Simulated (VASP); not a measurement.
GaN, 2 atoms in the cell. It takes space group F-43m (No. 216, cubic). Conventional cell: a = 4.543 Å, b = 4.543 Å, c = 4.543 Å, α = 90.00°, β = 90.00°, γ = 90.00°. Within 2.6 Å of Ga (site symmetry -43m) lie 4 N at 1.97 Å. Within 2.6 Å of N (site symmetry -43m) lie 4 Ga at 1.97 Å.  This cell differs from its parent crystal: strain +1.0%.

| Quantity | Value |
| --- | --- |
| Program | VASP 6.6.1 |
| Task | single point |
| Functional | r2SCAN |
| Potentials or basis | VASP PAW PBE potentials, release 64 (Ga_d, N_h) |
| Cutoff | 1460 eV |
| k mesh | 10 × 10 × 10 |
| Occupations | gaussian, width 0.01 eV |
| Spin | no spin polarisation |
| Dipole correction | no |
| Further INCAR settings | ALGO = Normal; EDIFF = 1e-06; NBANDS = 16 |

Potentials or basis: VASP PAW PBE potentials, release 64 (Ga_d, N_h).

Launch:

```sh
$ cat potpaw_PBE.64/Ga_d/POTCAR potpaw_PBE.64/N_h/POTCAR > POTCAR
$ cp INCAR.step1 INCAR
$ mpirun -np 1 vasp_std > vasp.out
$ cp INCAR.step2 INCAR
$ mpirun -np 1 vasp_std > vasp.out
```

Hardware: 1 thread of Intel(R) Xeon(R) 6975P-C (Granite Rapids) (shared host).

Problem. How long does it take, and how much memory?

Solution. It took 2.7 min on 1 thread of Intel(R) Xeon(R) 6975P-C (Granite Rapids) (shared host), peak memory 0.32 GiB. Counts: k points 47.
